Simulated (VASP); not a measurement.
Set up this calculation in VASP 6.6.1, as the native input.

* Task: single point
* Functional: r2SCAN
* Potentials or basis: VASP PAW PBE potentials, release 64 (Ba_sv, Zr_sv, O)
* Cutoff: 520 eV
* k mesh: 4 × 4 × 4
* Occupations: gaussian, width 0.1 eV
* Spin: no spin polarisation
* Dipole correction: no
* Further INCAR settings: ALGO = Normal; EDIFF = 1e-06; NBANDS = 28

BaZrO3:

```xyz
5
Lattice="4.1815 0.0000 0.0000 0.0000 4.1815 0.0000 0.0000 0.0000 4.1815" Properties=species:S:1:pos:R:3 pbc="T T T"
Ba    2.0907    2.0907    2.0907
Zr    0.0000    0.0000    0.0000
O     2.0907    0.0000    0.0000
O     0.0000    2.0907    0.0000
O     0.0000    0.0000    2.0907
```

One way to write it, as run:

POSCAR

```
BaZrO3
1.0
    4.1815000000      0.0000000000      0.0000000000
    0.0000000000      4.1815000000      0.0000000000
    0.0000000000      0.0000000000      4.1815000000
Ba Zr O
1 1 3
Direct
    0.5000000000      0.5000000000      0.5000000000
    0.0000000000      0.0000000000      0.0000000000
    0.5000000000      0.0000000000      0.0000000000
    0.0000000000      0.5000000000      0.0000000000
    0.0000000000      0.0000000000      0.5000000000
```

INCAR.step1

```
ALGO = Normal ; EDIFF = 1E-4
ENCUT = 520 ; GGA = PE
ISMEAR = 0 ; LASPH = True
LCHARG = False ; LREAL = False
LWAVE = True ; NBANDS = 28
NELM = 80 ; PREC = Accurate
SIGMA = 0.1
```

INCAR.step2

```
ALGO = Normal ; EDIFF = 1E-6
ENCUT = 520 ; ISIF = 2
ISMEAR = 0 ; ISTART = 1
LASPH = True ; LCHARG = False
LMIXTAU = True ; LREAL = False
LWAVE = False ; METAGGA = R2SCAN
NBANDS = 28 ; NELM = 80
PREC = Accurate ; SIGMA = 0.1
```

KPOINTS

```
k-points
0
Gamma
  4 4 4
```

Potentials or basis: VASP PAW PBE potentials, release 64 (Ba_sv, Zr_sv, O).

Command:

```bash
$ cat potpaw_PBE.64/Ba_sv/POTCAR potpaw_PBE.64/Zr_sv/POTCAR potpaw_PBE.64/O/POTCAR > POTCAR
$ cp INCAR.step1 INCAR
$ mpirun -np 1 vasp_std > vasp.out
$ cp INCAR.step2 INCAR
$ mpirun -np 1 vasp_std > vasp.out
```

Results of the run:

```yaml
Pressure: 4.0 GPa
Band_gap_on_the_k_mesh: 3.71 eV, indirect (least direct gap 3.95 eV)
```

Caveat: the PAW data sets were made with another functional, which shifts forces and pressure a little; spin-orbit coupling is left out, which moves the levels of the heavy elements.

Wall time 38 s on 1 thread of Intel(R) Xeon(R) Platinum 8488C (Sapphire Rapids), on a shared host, peak memory 0.19 GiB.
